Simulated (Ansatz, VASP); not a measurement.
**BaS: VASP beside Ansatz**

Contents of INCAR:

```
SYSTEM = BaS
ALGO = Normal ; EDIFF = 1E-8
ENCUT = 520 ; GGA = PS
ISIF = 2 ; ISMEAR = -1
LASPH = .True. ; LCHARG = .False.
LEFG = .True. ; LREAL = .False.
LWAVE = .False. ; NBANDS = 15
NELM = 80 ; PREC = Accurate
SIGMA = 0.02
```

File KPOINTS:

```
k-points
0
Gamma
  8 8 8
  0 0 0
```

File POSCAR:

```
BaS
1.0
    0.0000000000      3.2895625000      3.1937500000
    3.2895625000      0.0000000000      3.1937500000
    3.2895625000      3.2895625000      0.0000000000
Ba S
1 1
Direct
    0.0000000000      0.0000000000      0.0000000000
    0.5000000000      0.5000000000      0.5000000000
```

Input for Ansatz:

```yaml
crystal:
  lattice:
    - [0.0, 3.2895625, 3.19375]
    - [3.2895625, 0.0, 3.19375]
    - [3.2895625, 3.2895625, 0.0]
  atoms:
    - { symbol: Ba, position: [0.0, 0.0, 0.0] }
    - { symbol: S, position: [0.5, 0.5, 0.5] }
kpoints:
  mp_grid: { grid: [8, 8, 8] }
scf:
  occupations: { method: fermi_dirac, width: 0.02 }
hamiltonian:
  xc: pbesol
  pseudopotentials: { kind: paw }
output:
  forces: true
  stress: true
  eigenvalues: true
  efg: { contact_densities: true }
```

Change from the starting cell: equal xx and yy strain of +3 %, PAW files.

Alike in both runs: task electric field gradients; functional PBEsol; k mesh 8 × 8 × 8; occupations fermi-dirac, width 0.02 eV; no spin polarisation.

|  | VASP | Ansatz |
| --- | --- | --- |
| version | VASP 6.6.1 | Ansatz 0.2.0 |
| potentials or method | VASP PAW PBE potentials, release 64 (Ba_sv, S) | PAW with Ansatz's default frozen-core files, scalar-relativistic |
| plane-wave cutoff (eV) | 520 | 420 |
| valence electrons in the cell | 16 | 16 |

```csv
,VASP,Ansatz,Ansatz less VASP
gap on the k mesh at the Fermi level (eV),2.01,2.10,+0.092
pressure (GPa),-2.7,-3.2,-0.50
"traceless stress, the component that is largest in VASP (GPa)",1.24,1.11,-0.134
size of Vzz on the site where it differs most (V/Å²),36.1,34.2,-1.90
```

VASP's potentials were made for PBE, not for PBEsol. The functional is the same, so the differences come from potentials, cutoffs and numerics.

Spin-orbit coupling is off throughout.
